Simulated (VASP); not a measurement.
# Al12H in VASP: notebook, part 2 of 2

VASP 6.6.1.

### 3 Single point, PBE, collinear spin

The input, INCAR:

```
  PREC = Accurate
  ENCUT = 520
  EDIFF = 1E-6
  ISMEAR = 0
  SIGMA = 0.1
  LREAL = F
  LASPH = T
  NELM = 150
  ALGO = Normal
  ISIF = 2
  LWAVE = F
  LCHARG = F
  ISPIN = 2
  MAGMOM = 0 0 0 0 0 0 0 0 0 0 0 0 1
  LORBIT = 11
  LDIPOL = T
  IDIPOL = 3
  DIPOL = 0.5 0.5 0.301
  GGA = PE
  NBANDS = 34
```

The input, KPOINTS:

```
Automatic mesh
0
Gamma
  6 6 1
```

The input, POSCAR:

```
Al12H
1.0
    5.7135165838      0.0000000000      0.0000000000
   -2.8567582919      4.9480505065      0.0000000000
    0.0000000000      0.0000000000     21.6013781936
Al H
12 1
Direct
    0.3333333333      0.1666666667      0.1851733702
    0.3333333333      0.6666666667      0.1851733702
    0.8333333333      0.1666666667      0.1851733702
    0.8333333333      0.6666666667      0.1851733702
    0.1666666667      0.3333333333      0.2916813828
    0.1666666667      0.8333333333      0.2916813828
    0.6666666667      0.3333333333      0.2916813828
    0.6666666667      0.8333333333      0.2916813828
    0.0000000000      0.0000000000      0.3981865470
    0.0000000000      0.5000000000      0.3981865470
    0.5000000000      0.0000000000      0.3981865470
    0.5000000000      0.5000000000      0.3981865470
    0.3333333333     -0.3333333333      0.4069822821
```

Potentials or basis: VASP PAW PBE potentials, release 64 (Al, H).

The run is started by

```console
$ cat potpaw_PBE.64/Al/POTCAR potpaw_PBE.64/H/POTCAR > POTCAR
$ mpirun -np 1 vasp_std > vasp.out
```

OUTCAR:

```text
PREC = Accurate
   ENCUT = 520
   EDIFF = 1E-6
   ISMEAR = 0
   LREAL = F
   LASPH = T
   NELM = 150
   ISIF = 2
   ISPIN = 2
   LORBIT = 11
   GGA = PE

 ion  position               nearest neighbor table
   1  0.333  0.167  0.185-   5 2.83   6 2.83   7 2.83   4 2.86   2 2.86   2 2.86   4 2.86   3 2.86
                             3 2.86
   2  0.333  0.667  0.185-   6 2.83   5 2.83   8 2.83   3 2.86   1 2.86   1 2.86   3 2.86   4 2.86
                             4 2.86
   3  0.833  0.167  0.185-   7 2.83   8 2.83   5 2.83   4 2.86   2 2.86   4 2.86   2 2.86   1 2.86
                             1 2.86
   4  0.833  0.667  0.185-   8 2.83   7 2.83   6 2.83   3 2.86   1 2.86   3 2.86   1 2.86   2 2.86
                             2 2.86
   5  0.167  0.333  0.292-   9 2.83  12 2.83  10 2.83   1 2.83   2 2.83   3 2.83   8 2.86   6 2.86
                             6 2.86   8 2.86   7 2.86   7 2.86
   6  0.167  0.833  0.292-  10 2.83  11 2.83   9 2.83   2 2.83   1 2.83   4 2.83   7 2.86   5 2.86
                             5 2.86   7 2.86   8 2.86   8 2.86
   7  0.667  0.333  0.292-  11 2.83  10 2.83  12 2.83   3 2.83   4 2.83   1 2.83   8 2.86   6 2.86
                             8 2.86   6 2.86   5 2.86   5 2.86
   8  0.667  0.833  0.292-  12 2.83   9 2.83  11 2.83   4 2.83   3 2.83   2 2.83   7 2.86   5 2.86
                             7 2.86   5 2.86   6 2.86   6 2.86
   9  0.000  0.000  0.398-   5 2.83   8 2.83   6 2.83  10 2.86  12 2.86  10 2.86  12 2.86  11 2.86
                            11 2.86
  10  0.000  0.500  0.398-  13 1.66   6 2.83   7 2.83   5 2.83  11 2.86   9 2.86   9 2.86  11 2.86
                            12 2.86  12 2.86
  11  0.500  0.000  0.398-  13 1.66   7 2.83   6 2.83   8 2.83  12 2.86  10 2.86  12 2.86  10 2.86
                             9 2.86   9 2.86
  12  0.500  0.500  0.398-  13 1.66   8 2.83   5 2.83   7 2.83  11 2.86   9 2.86  11 2.86   9 2.86
                            10 2.86  10 2.86
  13  0.333  0.667  0.407-  11 1.66  10 1.66  12 1.66

  LATTYP: Found a hexagonal cell.
 ALAT       =     5.7135165838
 C/A-ratio  =     3.7807500647

  Lattice vectors:

 A1 = (   5.7135165838,   0.0000000000,   0.0000000000)
 A2 = (  -2.8567582919,   4.9480505065,   0.0000000000)
 A3 = (   0.0000000000,   0.0000000000,  21.6013781936)

Analysis of symmetry for initial positions (statically):
=====================================================================
 Subroutine PRICEL returns:
 Original cell was already a primitive cell.

 Routine SETGRP: Setting up the symmetry group for a
 hexagonal supercell.

 Subroutine GETGRP returns: Found  6 space group operations
 (whereof  6 operations were pure point group operations)
 out of a pool of 24 trial point group operations.

The static configuration has the point symmetry C_3v.

Analysis of symmetry for dynamics (positions and initial velocities):
=====================================================================
 Subroutine PRICEL returns:
 Original cell was already a primitive cell.

 Routine SETGRP: Setting up the symmetry group for a
 hexagonal supercell.

 Subroutine GETGRP returns: Found  6 space group operations
 (whereof  6 operations were pure point group operations)
 out of a pool of 24 trial point group operations.

The dynamic configuration has the point symmetry C_3v.

Analysis of structural, dynamic, and magnetic symmetry:
=====================================================================
 Subroutine PRICEL returns:
 Original cell was already a primitive cell.

 Routine SETGRP: Setting up the symmetry group for a
 hexagonal supercell.
[... 152 lines left out ...]

 Free energy of the ion-electron system (eV)
  ---------------------------------------------------
  ext. energy  EPLUGINS =         0.00000000
  ---------------------------------------------------
  free energy    TOTEN  =       -44.72393090 eV

  energy without entropy =      -44.70291200  energy(sigma->0) =      -44.71342145

 E-fermi :   0.1302     XC(G=0):  -4.1326

 val. band max:        0.0676510450   @ k =   0.1667   0.1667   0.0000
 cond. band min:       0.1526237851   @ k =   0.1667   0.1667   0.0000
 fundamental gap:      0.0849727402
 Fermi energy:         0.1302330753

 spin component 1

 k-point     1 :       0.0000    0.0000    0.0000
  band No.  band energies     occupation
      1     -10.9573      1.00000
      2      -9.5723      1.00000
      3      -7.2857      1.00000
      4      -5.6232      1.00000
      5      -4.7059      1.00000
      6      -4.7059      1.00000
[... 220 lines left out ...]
     29       3.2666      0.00000
     30       3.3658      0.00000
 Fermi energy:         0.1302330753

 spin component 2

 k-point     1 :       0.0000    0.0000    0.0000
  band No.  band energies     occupation
      1     -10.9573      1.00000
      2      -9.5723      1.00000
      3      -7.2857      1.00000
      4      -5.6232      1.00000
      5      -4.7059      1.00000
      6      -4.7059      1.00000
[... 220 lines left out ...]
     29       3.2666      0.00000
     30       3.3658      0.00000
 [bands above 30 left out]

------------------------ aborting loop because EDIFF is reached ----------------------------------------

 vacuum level on the upper side and lower side of the slab       (xc-potential included)        -0.063         0.058

  FORCE on cell =-STRESS in cart. coord.  units (eV):
  Direction    XX          YY          ZZ          XY          YZ          ZX
  --------------------------------------------------------------------------------------
  -------------------------------------------------------------------------------------
  Total        0.4723375      0.4723375      0.9900292      0.0000000     -0.0000000      0.0000000
  in kB        1.2392071      1.2392071      2.5974040      0.0000000     -0.0000000      0.0000000
  external PRESSURE =       1.6919394 kB  Pullay stress =       0.0000000 kB

 VOLUME and BASIS-vectors are now :
 -----------------------------------------------------------------------------
  energy-cutoff  :      520.00
  volume of cell :      610.69
      direct lattice vectors                 reciprocal lattice vectors
     5.713516584  0.000000000  0.000000000     0.175023558  0.101049898  0.000000000
    -2.856758292  4.948050506  0.000000000     0.000000000  0.202099796  0.000000000
     0.000000000  0.000000000 21.601378194     0.000000000  0.000000000  0.046293343

 POSITION                                       TOTAL-FORCE (eV/Angst)
 -----------------------------------------------------------------------------------
      1.42838      0.82468      4.00000        -0.039571     -0.022846     -0.072801
     -0.00000      3.29870      4.00000         0.000000     -0.000000      0.030034
      4.28514      0.82468      4.00000         0.039571     -0.022846     -0.072801
      2.85676      3.29870      4.00000         0.000000      0.045692     -0.072801
      0.00000      1.64935      6.30072         0.000000     -0.018775     -0.007612
     -1.42838      4.12338      6.30072        -0.016259      0.009387     -0.007612
      2.85676      1.64935      6.30072        -0.000000     -0.000000      0.036222
      1.42838      4.12338      6.30072         0.016259      0.009387     -0.007612
      0.00000      0.00000      8.60138         0.000000     -0.000000      0.103946
     -1.42838      2.47403      8.60138        -1.302446     -0.751968     -0.286075
      2.85676      0.00000      8.60138        -0.000000      1.503935     -0.286075
      1.42838      2.47403      8.60138         1.302446     -0.751968     -0.286075
     -0.00000      3.29870      8.79138        -0.000000     -0.000000      0.929260
 -----------------------------------------------------------------------------------
    total drift:                               -0.000000      0.000000     -0.000159

  FREE ENERGIE OF THE ION-ELECTRON SYSTEM (eV)
  ---------------------------------------------------
  free  energy   TOTEN  =       -44.7239308998 eV

  energy  without entropy=      -44.7029119967  energy(sigma->0) =      -44.71342145

 vacuum level on the upper side and lower side of the slab         3.846         3.971

 total charge

# of ion       s       p       d       tot
------------------------------------------
    1        0.453   0.310   0.000   0.764
    2        0.448   0.311   0.000   0.759
    3        0.453   0.310   0.000   0.764
    4        0.453   0.310   0.000   0.764
    5        0.429   0.353   0.000   0.781
    6        0.429   0.353   0.000   0.781
    7        0.431   0.348   0.000   0.779
    8        0.429   0.353   0.000   0.781
    9        0.434   0.324   0.000   0.758
   10        0.451   0.327   0.000   0.778
   11        0.451   0.327   0.000   0.778
   12        0.451   0.327   0.000   0.778
   13        0.629   0.026   0.000   0.654
--------------------------------------------------
tot          5.941   3.979   0.000   9.920

 magnetization (x)

# of ion       s       p       d       tot
------------------------------------------
    1       -0.000   0.000   0.000  -0.000
    2       -0.000   0.000   0.000  -0.000
    3       -0.000   0.000   0.000  -0.000
    4       -0.000   0.000   0.000  -0.000
    5       -0.000   0.000   0.000  -0.000
    6       -0.000   0.000   0.000  -0.000
    7        0.000   0.000   0.000   0.000
    8       -0.000   0.000   0.000  -0.000
    9       -0.000  -0.000   0.000  -0.000
   10        0.000   0.000   0.000   0.000
   11        0.000   0.000   0.000   0.000
   12        0.000   0.000   0.000   0.000
   13       -0.000   0.000   0.000  -0.000
--------------------------------------------------
tot         -0.000   0.000   0.000   0.000
```

It took 8.9 min on 1 thread of Intel Xeon Platinum 8559C (Emerald Rapids), shared host; peak memory 0.91 GiB.

What came out:

```
Free energy                                           : -44.7239 eV
Largest force                                         : 1.531 eV/Å
Net moment                                            : 0.00 μB per cell
Valence electrons inside the program's atomic spheres : Al 0.76, 0.78 (each value once); H 0.65
```

Forces on the atoms (eV/Å):
```
Al  -0.040 -0.023 -0.073
Al   0.000  0.000  0.030
Al   0.040 -0.023 -0.073
Al   0.000  0.046 -0.073
Al   0.000 -0.019 -0.008
Al  -0.016  0.009 -0.008
Al   0.000  0.000  0.036
Al   0.016  0.009 -0.008
Al   0.000  0.000  0.104
Al  -1.302 -0.752 -0.286
Al   0.000  1.504 -0.286
Al   1.302 -0.752 -0.286
H    0.000  0.000  0.929
```
